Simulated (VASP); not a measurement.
# FeSi16 (a cell with a defect) in VASP: a series of runs, part 2 of 2

VASP 6.6.1.

**3. Single point, PBE, collinear spin, ferromagnetic start**

INCAR reads:

```
SYSTEM = FeSi16
PREC     = Accurate       ! precision mode
ENCUT    = 520            ! plane-wave cutoff, eV
EDIFF    = 1E-6           ! SCF threshold, eV
ISMEAR   = -1             ! smearing method
SIGMA    = 0.02           ! smearing width, eV
LREAL    = Auto         
LASPH    = .TRUE.         ! aspherical terms in the spheres
NELM     = 150            ! most SCF steps
ALGO     = Normal         ! electronic algorithm
ISIF     = 2              ! what is computed and relaxed
LWAVE    = .FALSE.        ! write WAVECAR
LCHARG   = .FALSE.        ! write CHGCAR
ISPIN    = 2              ! spin polarisation
MAGMOM   = 0 0 0 0 0 0 0 0 0 0 0 0 0 0 0 0 1.65 ! initial moments
LORBIT   = 11             ! projections on sites
LMAXMIX  = 4              ! l up to which the mixer works
GGA      = PE             ! functional
NBANDS   = 54             ! bands
```

KPOINTS reads:

```
regular mesh
0
G
  2 2 2
  0 0 0
```

POSCAR reads:

```
FeSi16
1.0
    0.0000000000      5.4300000000      5.4300000000
    5.4300000000      0.0000000000      5.4300000000
    5.4300000000      5.4300000000      0.0000000000
Si Fe
16 1
Direct
    0.0048797422      0.0005651934     -0.0054204420
    0.1299117864      0.1150688766      0.1287462247
    0.0110775322     -0.0109548803      0.5014198895
    0.1375138122      0.1194145488      0.6221953959
   -0.0093857274      0.4883146409      0.0336140884
    0.1293497238      0.6269368324      0.1293215470
    0.0107807551      0.4968647330      0.5019772560
    0.1026249540      0.6193982505      0.6574290055
    0.5045304788     -0.0006511050     -0.0077954880
    0.6313441989      0.1310720074      0.1071570902
    0.5125430018      0.0022052486      0.4804778085
    0.6215317680      0.1294927256      0.6193186924
    0.5039131676      0.5045275322     -0.0065999079
    0.6142310313      0.6255546041      0.1358748619
    0.4740671271      0.5084376611      0.5075566298
    0.6214236648      0.6271196133      0.6204781768
    0.8421511050      0.3544085635      0.4469450276
```

Potentials or basis: VASP PAW PBE potentials, release 64 (Si, Fe).

Started as:

```bash
cat potpaw_PBE.64/Si/POTCAR potpaw_PBE.64/Fe/POTCAR > POTCAR
mpirun -np 1 vasp_std > vasp.out
```

OUTCAR:

```text
SYSTEM = FeSi16
   PREC = Accurate
   ENCUT = 520
   EDIFF = 1E-6
   ISMEAR = -1
   LREAL = Auto
   LASPH = .TRUE.
   NELM = 150
   ISIF = 2
   ISPIN = 2
   LORBIT = 11
   GGA = PE

 ion  position               nearest neighbor table
   1  0.005  0.001  0.995-   4 2.34  10 2.34   6 2.34   2 2.34
   2  0.130  0.115  0.129-   3 2.34   1 2.34   5 2.35   9 2.35  17 3.04
   3  0.011  0.989  0.501-   8 2.33  17 2.34   2 2.34   4 2.37  12 2.44
   4  0.138  0.119  0.622-   1 2.34  11 2.35   7 2.37   3 2.37  17 2.60
   5  0.991  0.488  0.034-   6 2.35   2 2.35   8 2.36  14 2.36  17 2.59
   6  0.129  0.627  0.129-   7 2.34   1 2.34   5 2.35  13 2.35  17 3.05
   7  0.011  0.497  0.502-   8 2.33   6 2.34  17 2.34   4 2.37  16 2.44
   8  0.103  0.619  0.657-   3 2.33   7 2.33  15 2.34   5 2.36
[... 1075 lines left out ...]
      2.83407      5.56156      8.03058         0.022143      0.047160     -0.029284
      4.10648      1.40459      4.10664         0.005779      0.046075     -0.006633
[... 9 lines left out ...]
      6.77446      6.74353      6.77959        -0.042804     -0.006716     -0.052008
      4.35135      6.99979      6.49732        -0.395333     -0.502268      0.410043
 -----------------------------------------------------------------------------------
    total drift:                               -0.001491      0.003976      0.002577

  FREE ENERGIE OF THE ION-ELECTRON SYSTEM (eV)
  ---------------------------------------------------
  free  energy   TOTEN  =       -92.1237663522 eV

  energy  without entropy=      -92.1190968996  energy(sigma->0) =      -92.12143163

 total charge

# of ion       s       p       d       tot
------------------------------------------
    1        0.742   0.953   0.000   1.696
    2        0.743   0.947   0.000   1.690
    3        0.740   0.954   0.000   1.694
    4        0.731   0.957   0.000   1.688
    5        0.731   0.957   0.000   1.688
    6        0.743   0.947   0.000   1.690
[... 9 lines left out ...]
   16        0.736   0.940   0.000   1.676
   17        0.395   0.445   6.522   7.363
--------------------------------------------------
tot         12.252  15.616   6.522  34.391

 magnetization (x)

# of ion       s       p       d       tot
------------------------------------------
    1        0.000   0.006   0.000   0.006
    2        0.001   0.007   0.000   0.008
    3       -0.002   0.027   0.000   0.025
    4       -0.001  -0.003   0.000  -0.004
    5       -0.002   0.014   0.000   0.012
    6        0.001   0.007   0.000   0.008
[... 9 lines left out ...]
   16       -0.001   0.017   0.000   0.016
   17        0.007   0.013   1.701   1.721
--------------------------------------------------
tot         -0.008   0.190   1.701   1.883
```

stdout:

```text
POSCAR found type information on POSCAR SiFe
 POSCAR found :  2 types and      17 ions
 scaLAPACK will be used
 LDA part: xc-table for (Slater+PW92), standard interpolation
 POSCAR, INCAR and KPOINTS ok, starting setup
 FFT: planning ... GRIDC
 FFT: planning ... GRID_SOFT
 FFT: planning ... GRID
 WAVECAR not read
 entering main loop
```

It took 8 min on 1 thread of Oxide Virtual Turin-like, shared host; peak memory 0.68 GiB.

What came out:

```
Free energy                                           : -92.1238 eV
Pressure                                              : 2.6 GPa
Largest force                                         : 0.759 eV/Å
Band gap on the k mesh                                : zero (filled and empty bands overlap)
Net moment                                            : 2.01 μB per cell
Site moments                                          : Si +0.01, +0.03, -0.00, +0.02 (each value once); Fe +1.72 μB
Valence electrons inside the program's atomic spheres : Si 1.70, 1.69, 1.68 (each value once); Fe 7.36
```

Forces on the atoms (eV/Å):
```
Si   0.027  0.028 -0.027
Si   0.012  0.046 -0.015
Si   0.053  0.072  0.010
Si   0.021  0.025 -0.017
Si   0.022  0.047 -0.029
Si   0.006  0.046 -0.007
Si  -0.016  0.065 -0.051
Si   0.069 -0.046 -0.072
Si   0.003  0.043  0.000
Si   0.029  0.047 -0.036
Si   0.022  0.056 -0.011
Si   0.065  0.002  0.046
Si  -0.016  0.042  0.000
Si   0.040  0.053 -0.051
Si   0.102 -0.018 -0.099
Si  -0.043 -0.007 -0.052
Fe  -0.395 -0.502  0.410
```

Stress tensor (GPa, compression positive):
```
 2.65  0.10 -0.18
 0.10  2.46 -0.11
-0.18 -0.11  2.68
```

Caveat: the k points lie up to 0.50 Å⁻¹ apart.
